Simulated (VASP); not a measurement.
Here is a VASP 6.6.1 calculation.

The input POSCAR:

```
Pt
1.0
    1.9701103813      1.9701103813      0.0000000000
   -1.9701103813      1.9701103813      0.0000000000
    0.0000000000      0.0000000000      4.0584273855
Pt
2
Direct
    0.0000000000      0.0000000000      0.0000000000
    0.5000000000      0.5000000000      0.5000000000
```

The input INCAR.step1:

```
PREC = Accurate
ENCUT = 520
ISMEAR = 0
SIGMA = 0.1
LREAL = False
LASPH = True
NELM = 60
NBANDS = 17
GGA = PE
ALGO = Normal
EDIFF = 1E-4
LWAVE = True
LCHARG = False
```

Contents of INCAR.step2:

```
PREC = Accurate
ENCUT = 520
EDIFF = 1E-7
ISMEAR = 0
SIGMA = 0.1
LREAL = False
LASPH = True
NELM = 60
ALGO = Normal
ISIF = 2
LWAVE = False
LCHARG = True
METAGGA = R2SCAN
LMIXTAU = True
LELF = True
LVHAR = True
NBANDS = 17
ISTART = 1
```

Contents of KPOINTS:

```
regular mesh
0
Gamma
  18 18 14
```

Potentials or basis: VASP PAW PBE potentials, release 64 (Pt).

The run is started by

```bash
$ cat potpaw_PBE.64/Pt/POTCAR > POTCAR
$ cp INCAR.step1 INCAR
$ mpirun -np 1 vasp_std > vasp.out
$ cp INCAR.step2 INCAR
$ mpirun -np 1 vasp_std > vasp.out
```

Problem. Estimate the pressure.

Solution. -6.8 GPa.

Problem. Predict the band gap on the k mesh.

Solution. Zero (bands 10 and 11 overlap by 1.70 eV).

Stress tensor (GPa, compression positive):
```
-5.96  0.00  0.00
 0.00 -5.96  0.00
 0.00  0.00 -8.43
```

Caveat: the cell differs from its parent crystal (strain along c alone, the other axes held: +3.0 %); the cell stands under tension; the PAW data sets were made with another functional, which shifts forces and pressure a little; spin-orbit coupling is left out, which moves the levels of the heavy elements.
